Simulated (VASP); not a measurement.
# HfC in VASP: notebook, part 2 of 2

VASP 6.6.1. Earlier steps stand in the parts before.

## 3. Single point, PBE

INCAR reads:

```
SYSTEM = HfC
PREC = Accurate ; ENCUT = 520
EDIFF = 1E-7 ; ISMEAR = 0
SIGMA = 0.1 ; LREAL = .FALSE.
LASPH = .TRUE. ; NELM = 60
ALGO = Normal ; ISIF = 2
LWAVE = .FALSE. ; LCHARG = .FALSE.
GGA = PE ; NBANDS = 14
```

KPOINTS reads:

```
Automatic mesh
0
G
  20 20 20
  0 0 0
```

POSCAR reads:

```
HfC
1.0
    0.0000000000      2.3256696291      2.3256696291
    2.3256696291      0.0000000000      2.3256696291
    2.3256696291      2.3256696291      0.0000000000
Hf C
1 1
Direct
    0.0000000000      0.0000000000      0.0000000000
    0.5000000000      0.5000000000      0.5000000000
```

Potentials or basis: VASP PAW PBE potentials, release 64 (Hf_pv, C).

On the command line:

```console
cat potpaw_PBE.64/Hf_pv/POTCAR potpaw_PBE.64/C/POTCAR > POTCAR
mpirun -np 1 vasp_std > vasp.out
```

OUTCAR:

```text
SYSTEM = HfC
   PREC = Accurate
   ENCUT = 520
   EDIFF = 1E-7
   ISMEAR = 0
   LREAL = .FALSE.
   LASPH = .TRUE.
   NELM = 60
   ISIF = 2
   GGA = PE

 ion  position               nearest neighbor table
   1  0.000  0.000  0.000-   2 2.33   2 2.33   2 2.33   2 2.33   2 2.33   2 2.33
   2  0.500  0.500  0.500-   1 2.33   1 2.33   1 2.33   1 2.33   1 2.33   1 2.33

  LATTYP: Found a face centered cubic cell.
 ALAT       =     4.6513392582

  Lattice vectors:

 A1 = (   0.0000000000,   2.3256696291,   2.3256696291)
 A2 = (   2.3256696291,   0.0000000000,   2.3256696291)
 A3 = (   2.3256696291,   2.3256696291,   0.0000000000)

Analysis of symmetry for initial positions (statically):
=====================================================================
 Subroutine PRICEL returns:
 Original cell was already a primitive cell.

 Routine SETGRP: Setting up the symmetry group for a
 face centered cubic supercell.

 Subroutine GETGRP returns: Found 48 space group operations
 (whereof 48 operations were pure point group operations)
 out of a pool of 48 trial point group operations.

The static configuration has the point symmetry O_h .

Analysis of symmetry for dynamics (positions and initial velocities):
=====================================================================
 Subroutine PRICEL returns:
 Original cell was already a primitive cell.

 Routine SETGRP: Setting up the symmetry group for a
 face centered cubic supercell.

 Subroutine GETGRP returns: Found 48 space group operations
 (whereof 48 operations were pure point group operations)
 out of a pool of 48 trial point group operations.

The dynamic configuration has the point symmetry O_h .

 Subroutine INISYM returns: Found 48 space group operations
 (whereof 48 operations are pure point group operations),
 and found     1 'primitive' translations

----------------------------------------------------------------------------------------

                                     Primitive cell

  volume of cell :      25.1579

  direct lattice vectors                    reciprocal lattice vectors
     0.000000000  2.325669629  2.325669629    -0.214991843  0.214991843  0.214991843
     2.325669629  0.000000000  2.325669629     0.214991843 -0.214991843  0.214991843
     2.325669629  2.325669629  0.000000000     0.214991843  0.214991843 -0.214991843

  length of vectors
     3.288993531  3.288993531  3.288993531     0.372376795  0.372376795  0.372376795

  position of ions in fractional coordinates (direct lattice)
     0.000000000  0.000000000  0.000000000
     0.500000000  0.500000000  0.500000000

  ion indices of the primitive-cell ions
   primitive index   ion index
                 1           1
                 2           2

----------------------------------------------------------------------------------------

 KPOINTS: Automatic mesh

Automatic generation of k-mesh.
 Grid dimensions read from file:
 generate k-points for:   20   20   20

 Generating k-lattice:

  Cartesian coordinates                     Fractional coordinates (reciprocal lattice)
    -0.010749592  0.010749592  0.010749592     0.050000000  0.000000000  0.000000000
     0.010749592 -0.010749592  0.010749592     0.000000000  0.050000000  0.000000000
     0.010749592  0.010749592 -0.010749592     0.000000000  0.000000000  0.050000000

  Length of vectors
     0.018618840  0.018618840  0.018618840

  Shift w.r.t. Gamma in fractional coordinates (k-lattice)
     0.000000000  0.000000000  0.000000000

 Subroutine IBZKPT returns following result:
 ===========================================

 Found    256 irreducible k-points:

 Following reciprocal coordinates:
            Coordinates               Weight
  0.000000  0.000000  0.000000      1.000000
  0.050000  0.000000  0.000000      8.000000
  0.100000  0.000000  0.000000      8.000000
  0.150000  0.000000  0.000000      8.000000
  0.200000  0.000000  0.000000      8.000000
  0.250000  0.000000  0.000000      8.000000
[... 16 lines left out ...]
 -0.400000  0.050000  0.000000     24.000000
 -0.350000  0.050000  0.000000     24.000000
 [... further k-points ...]
   k-points           NKPTS =    256   k-points in BZ     NKDIM =    256   number of bands    NBANDS=     14
   number of dos      NEDOS =    301   number of ions     NIONS =      2
   total plane-waves  NPLWV =  13824
   dimension x,y,z NGX =    24 NGY =   24 NGZ =   24
   dimension x,y,z NGXF=    48 NGYF=   48 NGZF=   48
   ions per type =               1   1
   NGX,Y,Z   is equivalent  to a cutoff of  12.13, 12.13, 12.13 a.u.
   NGXF,Y,Z  is equivalent  to a cutoff of  24.26, 24.26, 24.26 a.u.
 SYSTEM =  HfC
   PREC   = accura    normal or accurate (medium, high low for compatibility)
   ISTART =      0    job   : 0-new  1-cont  2-samecut
   ICHARG =      2    charge: 1-file 2-atom 10-const
   ISPIN  =      1    spin polarized calculation?
   LNONCOLLINEAR =      F non collinear calculations
   LSORBIT =      F    spin-orbit coupling
   LASPH  =      T    aspherical Exc in radial PAW
   ENCUT  =  520.0 eV  38.22 Ry    6.18 a.u.   6.12  6.12  6.12*2*pi/ulx,y,z
   NELM   =     60;   NELMIN=  2; NELMDL= -5     # of ELM steps
   EDIFF  = 0.1E-06   stopping-criterion for ELM
   LREAL  =      F    real-space projection
   EDIFFG = 0.1E-05   stopping-criterion for IOM
   NSW    =      0    number of steps for IOM
   IBRION =     -1    ionic relax: 0-MD 1-quasi-New 2-CG
   NFREE  =      0    steps in history (QN), initial steepest desc. (CG)
   ISIF   =      2    stress and relaxation
   ISYM   =      2    0-nonsym 1-usesym 2-fastsym
   POTIM  = 0.5000    time-step for ionic-motion
   TEBEG  =    0.0;   TEEND  =   0.0 temperature during run
   PSTRESS=    0.0 pullay stress
   NELECT =      14.0000    total number of electrons
   NUPDOWN=      -1.0000    fix difference up-down
   EMIN   =  10.00;   EMAX   =-10.00  energy-range for DOS
   EFERMI =   0.00;   METHOD = LEGACY
   ISMEAR =     0;   SIGMA  =   0.10  broadening in eV -4-tet -1-fermi 0-gaus
   EFERMI_NEDOS =   21; number of points for ismear=-14 and -15
   IALGO  =     38    algorithm
   IMIX   =      4    mixing-type and parameters
     AMIX     =   0.40;   BMIX     =  1.00
     AMIX_MAG =   1.60;   BMIX_MAG =  1.00
  volume/ion in A,a.u.               =      12.58        84.89
  Fermi-wavevector in a.u.,A,eV,Ry     =   1.346561  2.544632 24.670459  1.813228
  Thomas-Fermi vector in A             =   2.474383
   LORBIT       =      0    0 simple, 1 ext, 2 COOP (PROOUT), +10 PAW based schemes
   GGA     = PE    functional components
   LHFCALC =     F    Hartree Fock is set to
   AEXX    =    0.0000 exact exchange contribution
   IVDW    =     0    specifies the selected vdW correction
   LEPSILON=     F    determine dielectric tensor
   LRPA    =     F    only Hartree local field effects (RPA)
 non-spin polarized calculation
 Gauss-broadening in eV      SIGMA  =   0.10
  energy-cutoff  :      520.00
  volume of cell :       25.16
 maximum number of plane-waves:       700
   NGX = 13   NGY = 13   NGZ = 13

 number of electron      14.0000000 magnetization

 Free energy of the ion-electron system (eV)
  ---------------------------------------------------
  ext. energy  EPLUGINS =         0.00000000
  ---------------------------------------------------
  free energy    TOTEN  =       -21.04686019 eV

  energy without entropy =      -21.04588106  energy(sigma->0) =      -21.04637062

 E-fermi :   5.9368     XC(G=0): -12.2811

 val. band max:        5.9249292720   @ k =   0.2000   0.2000   0.0000
 cond. band min:       5.9606091309   @ k =   0.1000   0.0000   0.0000
 fundamental gap:      0.0356798589
 Fermi energy:         5.9368037620

 k-point     1 :       0.0000    0.0000    0.0000
  band No.  band energies     occupation
      1     -23.6295      2.00000
      2     -23.6295      2.00000
      3     -23.6295      2.00000
      4      -6.3587      2.00000
      5       6.9452      0.00000
      6       6.9452      0.00000
      7       6.9452      0.00000
      8       7.3380      0.00000
      9       7.3380      0.00000
     10       7.3380      0.00000
     11       9.3347      0.00000
     12       9.3347      0.00000
     13      12.7641      0.00000
     14      16.9452      0.00000
[... 375 lines left out ...]
 k-point    24 :      -0.3500    0.0500    0.0000
  band No.  band energies     occupation
      1     -24.1931      2.00000
      2     -23.7059      2.00000
      3     -23.6817      2.00000
      4      -3.6396      2.00000
      5       1.0437      2.00000
      6       3.2635      2.00000
      7       3.4180      2.00000
      8       9.8238      0.00000
      9      10.0724      0.00000
     10      10.8790      0.00000
     11      14.4851      0.00000
     12      15.2943      0.00000
     13      16.3174      0.00000
     14      19.6492      0.00000

 [... further k-points ...]
[... 5 lines left out ...]
  --------------------------------------------------------------------------------------
  -------------------------------------------------------------------------------------
  Total       -0.1022634     -0.1022634     -0.1022634      0.0000000      0.0000000     -0.0000000
  in kB       -6.5126366     -6.5126366     -6.5126366      0.0000000      0.0000000     -0.0000000
  external PRESSURE =      -6.5126366 kB  Pullay stress =       0.0000000 kB

 VOLUME and BASIS-vectors are now :
 -----------------------------------------------------------------------------
  energy-cutoff  :      520.00
  volume of cell :       25.16
      direct lattice vectors                 reciprocal lattice vectors
     0.000000000  2.325669629  2.325669629    -0.214991843  0.214991843  0.214991843
     2.325669629  0.000000000  2.325669629     0.214991843 -0.214991843  0.214991843
     2.325669629  2.325669629  0.000000000     0.214991843  0.214991843 -0.214991843

 POSITION                                       TOTAL-FORCE (eV/Angst)
 -----------------------------------------------------------------------------------
      0.00000      0.00000      0.00000         0.000000      0.000000     -0.000000
      2.32567      2.32567      2.32567         0.000000      0.000000      0.000000
 -----------------------------------------------------------------------------------
    total drift:                                0.000000     -0.000000     -0.000000

  FREE ENERGIE OF THE ION-ELECTRON SYSTEM (eV)
  ---------------------------------------------------
  free  energy   TOTEN  =       -21.0468601869 eV

  energy  without entropy=      -21.0458810582  energy(sigma->0) =      -21.04637062
```

Wall time 23 s (1 thread of Intel Xeon 6975P-C (Granite Rapids), shared host); peak memory 0.21 GiB.

Results:

```
Free energy            : -21.0469 eV
Pressure               : -0.7 GPa
Band gap on the k mesh : zero (band 7 reaches 6.95 eV, above the bottom of band 8 at 5.52 eV)
```

Caveat: spin-orbit coupling is left out, which moves the levels of the heavy elements.

## 4. Single point, PBE

This run uses another cell than the first one: it holds 8 atoms, not 2.

INCAR reads:

```
PREC = Accurate
ENCUT = 520
EDIFF = 1E-6
ISMEAR = 0
SIGMA = 0.1
LREAL = F
LASPH = T
NELM = 80
ALGO = Normal
ISIF = 2
LWAVE = F
LCHARG = F
GGA = PE
NBANDS = 38
```

KPOINTS reads:

```
regular mesh
0
Gamma
  2 6 6
```

POSCAR reads:

```
HfC
1.0
    9.2983301728      0.0000000000      0.0000000000
    0.0000000000      3.2872608738      0.0000000000
    0.0000000000      0.0000000000      3.2905312913
Hf C
4 4
Direct
    0.1249944224      0.2500000000      0.2501308869
    0.8750055776      0.7500000000      0.7498691131
    0.3750055776      0.7500000000      0.7501308869
    0.6249944224      0.2500000000      0.2498691131
    0.8750097203      0.2500000000      0.2499062918
    0.1249902797      0.7500000000      0.7500937082
    0.6249902797      0.7500000000     -0.2500937082
    0.3750097203      0.2500000000      1.2500937082
```

On the command line:

```console
cat potpaw_PBE.64/Hf_pv/POTCAR potpaw_PBE.64/C/POTCAR > POTCAR
mpirun -np 1 vasp_std > vasp.out
```

Run time: 45 s. Hardware: 1 thread of Intel Xeon 6975P-C (Granite Rapids), shared host; peak memory 0.24 GiB.

Results (log left out):

- Free energy: -84.2184 eV
- Pressure: -0.6 GPa
- Largest force: 0.003 eV/Å
- Band gap on the k mesh: zero (band 28 reaches 5.92 eV, above the bottom of band 29 at 5.60 eV)

Forces in eV/Å, atoms in the order of the input:
```
Hf   0.001  0.000 -0.003
Hf  -0.001  0.000  0.003
Hf  -0.001  0.000 -0.003
Hf   0.001  0.000  0.003
C   -0.001  0.000  0.001
C    0.001  0.000 -0.001
C    0.001  0.000  0.001
C   -0.001  0.000 -0.001
```

Stress tensor (GPa, compression positive):
```
-0.57  0.00  0.00
 0.00 -0.48  0.00
 0.00  0.00 -0.80
```

Levels at points of the mesh, in eV from the Fermi level:
```csv
k point,band 24,band 25,band 26,band 27,band 28,band 29,band 30,band 31,band 32,band 33
"(0.00, 0.00, 0.00)",-0.31,-0.30,-0.30,0.02,0.03,1.12,1.12,1.13,1.50,1.52
"(0.50, 0.00, 0.00)",-0.16,-0.15,-0.15,0.10,0.10,0.11,0.11,0.85,0.85,3.26
"(0.00, 0.50, 0.00)",-2.86,-2.48,-2.48,-2.36,-2.36,3.85,3.85,4.82,4.82,5.43
"(0.50, 0.50, 0.00)",-2.68,-2.55,-2.55,-2.55,-2.55,4.44,4.44,4.44,4.44,4.58
"(0.00, 0.00, 0.50)",-2.85,-2.47,-2.47,-2.36,-2.36,3.86,3.86,4.83,4.83,5.43
"(0.50, 0.00, 0.50)",-2.67,-2.55,-2.55,-2.55,-2.55,4.45,4.45,4.45,4.45,4.59
"(0.00, 0.50, 0.50)",-2.47,-1.65,-1.65,0.02,0.02,0.03,0.03,3.80,3.80,3.80
"(0.50, 0.50, 0.50)",-2.21,-1.61,-1.61,-1.61,-1.61,1.38,1.38,1.38,1.38,6.02
```

Caveat: spin-orbit coupling is left out, which moves the levels of the heavy elements.

## 5. Single point, PBE

This run uses another cell than the first one, of 12.44 Å³/atom, 0.989 times its volume.

INCAR reads:

```
SYSTEM = HfC
PREC     = Accurate       ! precision mode
ENCUT    = 600            ! plane-wave cutoff, eV
EDIFF    = 1E-6           ! SCF threshold, eV
ISMEAR   = 0              ! smearing method
SIGMA    = 0.1            ! smearing width, eV
LREAL    = .FALSE.        ! projectors in reciprocal space
LASPH    = .TRUE.         ! aspherical terms in the spheres
NELM     = 120            ! most SCF steps
ALGO     = Normal         ! electronic algorithm
ISIF     = 2              ! what is computed and relaxed
LWAVE    = .FALSE.        ! write WAVECAR
LCHARG   = .TRUE.         ! write CHGCAR
GGA      = PE             ! functional
LELF     = .TRUE.         ! ELF
LVHAR    = .TRUE.       
NBANDS   = 14             ! bands
GGA_COMPAT= .FALSE.
```

KPOINTS reads:

```
Automatic mesh
0
G
  6 6 6
  0 0 0
```

POSCAR reads:

```
HfC
1.0
    0.0000000000      2.3171388429      2.3171388429
    2.3171388429      0.0000000000      2.3171388429
    2.3171388429      2.3171388429      0.0000000000
Hf C
1 1
Direct
    0.0000000000      0.0000000000      0.0000000000
    0.5000000000      0.5000000000      0.5000000000
```

On the command line:

```console
cat potpaw_PBE.64/Hf_pv/POTCAR potpaw_PBE.64/C/POTCAR > POTCAR
mpirun -np 1 vasp_std > vasp.out
```

Run time: 17 s. Hardware: 1 thread of Intel Xeon 8259CL, shared host; peak memory 0.15 GiB.

The run converged. Its results:

```yaml
Free_energy: -21.0332 eV
Pressure: 2.0 GPa
Band_gap_on_the_k_mesh: zero (band 7 reaches 7.05 eV, above the bottom of band 8 at 5.68 eV)
```

Levels at points of the mesh, in eV from the Fermi level:
| k point | band 4 | band 5 | band 6 | band 7 | band 8 | band 9 | band 10 | band 11 |
| --- | --- | --- | --- | --- | --- | --- | --- | --- |
| (0.00, 0.00, 0.00) | -12.22 | 1.16 | 1.16 | 1.16 | 1.53 | 1.53 | 1.53 | 3.56 |
| (0.50, 0.00, 0.00) | -8.41 | -6.04 | -2.87 | -2.87 | 5.51 | 5.51 | 5.99 | 6.74 |
| (0.50, 0.50, 0.00) | -10.31 | -2.43 | -1.67 | 0.06 | 0.06 | 5.51 | 6.95 | 6.95 |

Caveat: the k points lie up to 0.39 Å⁻¹ apart; spin-orbit coupling is left out, which moves the levels of the heavy elements.

## 6. Overview

```tsv
cell	k mesh	cutoff (eV)	gap on the mesh (eV)	pressure (GPa)
a = 3.289 Å, angles 60.0°, 2 atoms	20 × 20 × 20	520	none	-0.7
a = 9.298, b = 3.287, c = 3.291 Å, 8 atoms	2 × 6 × 6	520	none	-0.6
a = 3.277 Å, angles 60.0°, 2 atoms	6 × 6 × 6	600	none	2.0
```

Alike in all rows: task single point; level PBE; potentials or basis VASP PAW PBE potentials, release 64 (Hf_pv, C); no spin polarisation; smearing gaussian 0.1 eV.

Caveats: some runs use coarse meshes; spin-orbit coupling is left out, which moves the levels of the heavy elements.

Total energies depend on the potentials used, so only differences within one code and one set of settings carry meaning.
